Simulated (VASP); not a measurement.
The system is LaBe.

```xyz
2
Lattice="3.3622 0.0000 0.0000 0.0000 3.3622 0.0000 0.0000 0.0000 3.3622" Properties=species:S:1:pos:R:3 pbc="T T T"
La    0.0000    0.0000    0.0000
Be    1.6811    1.6811    1.6811
```

The cell was built from a structure type or drawn by symmetry, and may not be a known phase.

* Program: VASP 6.6.1
* Task: relaxation of cell and atoms
* Functional: PBE
* Potentials or basis: VASP PAW PBE potentials, release 64 (La, Be)
* Cutoff: 600 eV
* k mesh: 6 × 6 × 6
* Occupations: gaussian, width 0.1 eV
* Spin: no spin polarisation

At the start: pressure 13.6 GPa; volume 19.00 Å³/atom.

Question: Where does the relaxation end?

Answer: Over 3 steps the energy falls by 155.1 meV/atom and the volume is 23.19 Å³/atom (+22.0 %); space group Pm-3m (No. 221, to 0.1 Å) before and after.

The path:
```csv
step,energy change (eV),largest force (eV/Å),pressure (GPa),volume (Å³)
1,0.0000,0.0000,13.57,38.01
2,-0.3062,0.0000,-1.13,47.57
3,-0.3102,0.0000,0.07,46.38
```

Final structure:
```
CELL_PARAMETERS angstrom
3.59284 0.00000 0.00000
0.00000 3.59284 0.00000
0.00000 0.00000 3.59284
ATOMIC_POSITIONS crystal
La 0.00000 0.00000 0.00000
Be 0.50000 0.50000 0.50000
```

Caveat: the volume moved by over 15 % at a fixed basis, so the end points are rough.
